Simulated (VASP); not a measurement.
# Cd (P6/mmm) in VASP: notebook, part 2 of 2

VASP 6.6.1. Earlier steps stand in the parts before.

### Step 3. Single point, PBE (15.15 Å³/atom)

This run uses another cell than the first one, of 15.15 Å³/atom.

Input file INCAR:

```
SYSTEM = Cd
PREC = Accurate
ENCUT = 630
EDIFF = 1E-6
ISMEAR = -1
SIGMA = 0.1
LREAL = .FALSE.
LASPH = .TRUE.
NELM = 120
ALGO = Normal
ISIF = 2
LWAVE = .FALSE.
LCHARG = .TRUE.
GGA = PE
LELF = .TRUE.
LVHAR = .TRUE.
NBANDS = 16
GGA_COMPAT = .FALSE.
```

Input file KPOINTS:

```
regular mesh
0
G
  14 14 13
  0 0 0
```

Input file POSCAR:

```
Cd
1.0
    2.6039156063      0.0000000000      0.0000000000
   -1.3019578032      2.2550570644      0.0000000000
    0.0000000000      0.0000000000      2.5801128107
Cd
1
Direct
    0.0000000000      0.0000000000      0.0000000000
```

Potentials or basis: VASP PAW PBE potentials, release 64 (Cd_sv_GW).

Run with:

```sh
> cat potpaw_PBE.64/Cd_sv_GW/POTCAR > POTCAR
> mpirun -np 1 vasp_std > vasp.out
```

OUTCAR:

```text
SYSTEM = Cd
   PREC = Accurate
   ENCUT = 630
   EDIFF = 1E-6
   ISMEAR = -1
   LREAL = .FALSE.
   LASPH = .TRUE.
   NELM = 120
   ISIF = 2
   GGA = PE

 ion  position               nearest neighbor table
   1  0.000  0.000  0.000-

  LATTYP: Found a hexagonal cell.
 ALAT       =     2.6039156063
 C/A-ratio  =     0.9908588452

  Lattice vectors:

 A1 = (   2.6039156063,   0.0000000000,   0.0000000000)
 A2 = (  -1.3019578032,   2.2550570644,   0.0000000000)
 A3 = (   0.0000000000,   0.0000000000,   2.5801128107)

Analysis of symmetry for initial positions (statically):
=====================================================================
 Subroutine PRICEL returns:
 Original cell was already a primitive cell.

 Routine SETGRP: Setting up the symmetry group for a
 hexagonal supercell.

 Subroutine GETGRP returns: Found 24 space group operations
 (whereof 24 operations were pure point group operations)
 out of a pool of 24 trial point group operations.

The static configuration has the point symmetry D_6h.

Analysis of symmetry for dynamics (positions and initial velocities):
=====================================================================
 Subroutine PRICEL returns:
 Original cell was already a primitive cell.

 Routine SETGRP: Setting up the symmetry group for a
 hexagonal supercell.

 Subroutine GETGRP returns: Found 24 space group operations
 (whereof 24 operations were pure point group operations)
 out of a pool of 24 trial point group operations.

The dynamic configuration has the point symmetry D_6h.

 Subroutine INISYM returns: Found 24 space group operations
 (whereof 24 operations are pure point group operations),
 and found     1 'primitive' translations

----------------------------------------------------------------------------------------

                                     Primitive cell

  volume of cell :      15.1504

  direct lattice vectors                    reciprocal lattice vectors
     2.603915606  0.000000000  0.000000000     0.384037024  0.221723879  0.000000000
    -1.301957803  2.255057064  0.000000000     0.000000000  0.443447758  0.000000000
     0.000000000  0.000000000  2.580112811     0.000000000  0.000000000  0.387579952

  length of vectors
     2.603915606  2.603915606  2.580112811     0.443447758  0.443447758  0.387579952

  position of ions in fractional coordinates (direct lattice)
     0.000000000  0.000000000  0.000000000

  ion indices of the primitive-cell ions
   primitive index   ion index
                 1           1

----------------------------------------------------------------------------------------

 KPOINTS: regular mesh

Automatic generation of k-mesh.
 Grid dimensions read from file:
 generate k-points for:   14   14   13

 Generating k-lattice:

  Cartesian coordinates                     Fractional coordinates (reciprocal lattice)
     0.027431216  0.015837420  0.000000000     0.071428571  0.000000000  0.000000000
     0.000000000  0.031674840  0.000000000     0.000000000  0.071428571  0.000000000
     0.000000000  0.000000000  0.029813842     0.000000000  0.000000000  0.076923077

  Length of vectors
     0.031674840  0.031674840  0.029813842

  Shift w.r.t. Gamma in fractional coordinates (k-lattice)
     0.000000000  0.000000000  0.000000000

 Subroutine IBZKPT returns following result:
 ===========================================

 Found    168 irreducible k-points:

 Following reciprocal coordinates:
            Coordinates               Weight
  0.000000  0.000000  0.000000      1.000000
  0.071429  0.000000  0.000000      6.000000
  0.142857  0.000000  0.000000      6.000000
  0.214286  0.000000  0.000000      6.000000
  0.285714  0.000000  0.000000      6.000000
  0.357143  0.000000  0.000000      6.000000
[... 16 lines left out ...]
  0.285714  0.285714  0.000000      6.000000
  0.357143  0.285714  0.000000      6.000000
 [... further k-points ...]
   k-points           NKPTS =    168   k-points in BZ     NKDIM =    168   number of bands    NBANDS=     16
   number of dos      NEDOS =    301   number of ions     NIONS =      1
   total plane-waves  NPLWV =  13824
   dimension x,y,z NGX =    24 NGY =   24 NGZ =   24
   dimension x,y,z NGXF=    48 NGYF=   48 NGZF=   48
   ions per type =               1
   NGX,Y,Z   is equivalent  to a cutoff of  15.32, 15.32, 15.46 a.u.
   NGXF,Y,Z  is equivalent  to a cutoff of  30.65, 30.65, 30.93 a.u.
 SYSTEM =  Cd
   PREC   = accura    normal or accurate (medium, high low for compatibility)
   ISTART =      0    job   : 0-new  1-cont  2-samecut
   ICHARG =      2    charge: 1-file 2-atom 10-const
   ISPIN  =      1    spin polarized calculation?
   LNONCOLLINEAR =      F non collinear calculations
   LSORBIT =      F    spin-orbit coupling
   LASPH  =      T    aspherical Exc in radial PAW
   ENCUT  =  630.0 eV  46.30 Ry    6.80 a.u.   5.33  5.33  5.28*2*pi/ulx,y,z
   NELM   =    120;   NELMIN=  2; NELMDL= -5     # of ELM steps
   EDIFF  = 0.1E-05   stopping-criterion for ELM
   LREAL  =      F    real-space projection
   EDIFFG = 0.1E-04   stopping-criterion for IOM
   NSW    =      0    number of steps for IOM
   IBRION =     -1    ionic relax: 0-MD 1-quasi-New 2-CG
   NFREE  =      0    steps in history (QN), initial steepest desc. (CG)
   ISIF   =      2    stress and relaxation
   ISYM   =      2    0-nonsym 1-usesym 2-fastsym
   POTIM  = 0.5000    time-step for ionic-motion
   TEBEG  =    0.0;   TEEND  =   0.0 temperature during run
   PSTRESS=    0.0 pullay stress
   NELECT =      20.0000    total number of electrons
   NUPDOWN=      -1.0000    fix difference up-down
   EMIN   =  10.00;   EMAX   =-10.00  energy-range for DOS
   EFERMI =   0.00;   METHOD = LEGACY
   ISMEAR =    -1;   SIGMA  =   0.10  broadening in eV -4-tet -1-fermi 0-gaus
   EFERMI_NEDOS =   21; number of points for ismear=-14 and -15
   IALGO  =     38    algorithm
   IMIX   =      4    mixing-type and parameters
     AMIX     =   0.40;   BMIX     =  1.00
     AMIX_MAG =   1.60;   BMIX_MAG =  1.00
  volume/ion in A,a.u.               =      15.15       102.24
  Fermi-wavevector in a.u.,A,eV,Ry     =   1.795879  3.393720 43.881266  3.225182
  Thomas-Fermi vector in A             =   2.857541
   LORBIT       =      0    0 simple, 1 ext, 2 COOP (PROOUT), +10 PAW based schemes
   GGA     = PE    functional components
   LHFCALC =     F    Hartree Fock is set to
   AEXX    =    0.0000 exact exchange contribution
   IVDW    =     0    specifies the selected vdW correction
   LEPSILON=     F    determine dielectric tensor
   LRPA    =     F    only Hartree local field effects (RPA)
 non-spin polarized calculation
  energy-cutoff  :      630.00
  volume of cell :       15.15
 maximum number of plane-waves:       559
 NGX is ok and might be reduce to    24
   NGX = 11   NGY = 11   NGZ = 11

 number of electron      19.9999999 magnetization

 Free energy of the ion-electron system (eV)
  ---------------------------------------------------
  ext. energy  EPLUGINS =         0.00000000
  ---------------------------------------------------
  free energy    TOTEN  =         0.61353277 eV

  energy without entropy =        0.62387207  energy(sigma->0) =        0.61870242

 E-fermi :  11.4603     XC(G=0): -13.3743

 val. band max:       11.4585816116   @ k =   0.5000   0.0000   0.2308
 cond. band min:      11.4752740026   @ k =   0.4286   0.0714   0.0000
 fundamental gap:      0.0166923910
 Fermi energy:        11.4603335416

 k-point     1 :       0.0000    0.0000    0.0000
  band No.  band energies     occupation
      1     -93.0891      2.00000
      2     -54.0434      2.00000
      3     -53.9935      2.00000
      4     -53.9935      2.00000
      5      -1.3454      2.00000
      6      -0.7222      2.00000
[... 8 lines left out ...]
     15      29.7222      0.00000
     16      34.0119      0.00000

 k-point     2 :       0.0714    0.0000    0.0000
  band No.  band energies     occupation
      1     -93.0876      2.00000
      2     -54.0419      2.00000
      3     -54.0069      2.00000
      4     -53.9968      2.00000
      5      -1.2489      2.00000
      6      -0.5945      2.00000
[... 8 lines left out ...]
     15      28.8734      0.00000
     16      34.9155      0.00000
[... 387 lines left out ...]
      5      -0.2282      2.00000
      6       0.0091      2.00000
[... 8 lines left out ...]
     15      31.9919      0.00000
     16      34.5751      0.00000

 k-point    24 :       0.3571    0.2857    0.0000
  band No.  band energies     occupation
      1     -93.0539      2.00000
      2     -54.2021      2.00000
      3     -54.1617      2.00000
      4     -54.0109      2.00000
      5      -0.2018      2.00000
      6       0.1780      2.00000
[... 8 lines left out ...]
     15      33.4646      0.00000
     16      34.2499      0.00000

 [... further k-points ...]

------------------------ aborting loop because EDIFF is reached ----------------------------------------

  FORCE on cell =-STRESS in cart. coord.  units (eV):
  Direction    XX          YY          ZZ          XY          YZ          ZX
  --------------------------------------------------------------------------------------
  -------------------------------------------------------------------------------------
  Total        6.8967945      6.8967945      6.8907467     -0.0000000      0.0000000      0.0000000
  in kB      729.3478945    729.3478945    728.7083254     -0.0000000      0.0000000      0.0000000
  external PRESSURE =     729.1347048 kB  Pullay stress =       0.0000000 kB

 VOLUME and BASIS-vectors are now :
 -----------------------------------------------------------------------------
  energy-cutoff  :      630.00
  volume of cell :       15.15
      direct lattice vectors                 reciprocal lattice vectors
     2.603915606  0.000000000  0.000000000     0.384037024  0.221723879  0.000000000
    -1.301957803  2.255057064  0.000000000     0.000000000  0.443447758  0.000000000
     0.000000000  0.000000000  2.580112811     0.000000000  0.000000000  0.387579952

 POSITION                                       TOTAL-FORCE (eV/Angst)
 -----------------------------------------------------------------------------------
      0.00000      0.00000      0.00000         0.000000      0.000000      0.000000
 -----------------------------------------------------------------------------------
    total drift:                               -0.000000     -0.000000      0.000000

  FREE ENERGIE OF THE ION-ELECTRON SYSTEM (eV)
  ---------------------------------------------------
  free  energy   TOTEN  =         0.6135327662 eV

  energy  without entropy=        0.6238720703  energy(sigma->0) =        0.61870242
```

OSZICAR:

```text
N       E                     dE             d eps       ncg     rms          rms(c)
DAV:   1     0.370677575568E+03    0.37068E+03   -0.14163E+04  5680   0.241E+03
DAV:   2     0.242685577618E+02   -0.34641E+03   -0.32381E+03  5432   0.668E+02
DAV:   3     0.109333197217E+01   -0.23175E+02   -0.23110E+02  8664   0.194E+02
DAV:   4     0.535446144640E+00   -0.55789E+00   -0.55786E+00  5760   0.278E+01
DAV:   5     0.503345166161E+00   -0.32101E-01   -0.32101E-01  9032   0.732E+00    0.462E+01
DAV:   6     0.605435548169E+00    0.10209E+00   -0.20957E-01  8360   0.153E+01    0.269E+01
DAV:   7     0.613033036110E+00    0.75975E-02   -0.26608E-02  8984   0.295E+00    0.210E+00
DAV:   8     0.613515492104E+00    0.48246E-03   -0.29061E-03  7864   0.187E+00    0.992E-02
DAV:   9     0.613531306234E+00    0.15814E-04   -0.90874E-05  7312   0.154E-01    0.180E-02
DAV:  10     0.613532866052E+00    0.15598E-05   -0.38593E-06  6840   0.503E-02    0.381E-03
DAV:  11     0.613532766180E+00   -0.99872E-07   -0.25831E-07  4824   0.139E-02
   1 F= 0.61353277E+00 E0= 0.61870242E+00  d E =-.103393E-01
```

Wall time 18 s (1 thread of Intel Xeon 6975P-C (Granite Rapids), shared host); peak memory 0.19 GiB.

What came out:

- Free energy: 0.6135 eV
- Pressure: 72.9 GPa
- Band gap on the k mesh: zero (bands 10 and 11 overlap by 6.29 eV)

Levels at points of the mesh, in eV from the Fermi level:
```
           k point  band 8  band 9  band 10  band 11  band 12  band 13
(0.00, 0.00, 0.00)  -11.07   -9.16    -9.16    10.59    13.91    17.16
(0.50, 0.00, 0.00)   -9.43   -8.77    -4.25    -0.46    10.24    15.44
```

Caveat: the cell stands under pressure.

The gap in the log of VASP goes by the Fermi energy; the results here count the filled bands.